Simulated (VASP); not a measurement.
A run of VASP 6.6.1 is set up as follows.

The input INCAR:

```
ALGO = Normal ; EDIFF = 1E-6
ENCUT = 520 ; GGA = PE
ISIF = 2 ; ISMEAR = -1
LASPH = True ; LCHARG = False
LREAL = False ; LWAVE = False
NBANDS = 11 ; NELM = 100
PREC = Accurate ; SIGMA = 0.05
```

File KPOINTS:

```
k-points
0
Gamma
  10 10 10
```

File POSCAR:

```
Ca
1.0
   -2.2627416999      2.2627416999      2.1952000000
    2.2627416999     -2.2627416999      2.1952000000
    2.2627416999      2.2627416999     -2.1952000000
Ca
1
Direct
    0.0000000000      0.0000000000      0.0000000000
```

Potentials or basis: VASP PAW PBE potentials, release 64 (Ca_sv).

Run with:

```sh
$ cat potpaw_PBE.64/Ca_sv/POTCAR > POTCAR
$ mpirun -np 1 vasp_std > vasp.out
```

**Question.** What does it give for the pressure?

**Answer.** -1.0 GPa.

**Question.** Predict the band gap on the k mesh.

**Answer.** Zero (bands 5 and 6 overlap by 0.31 eV).
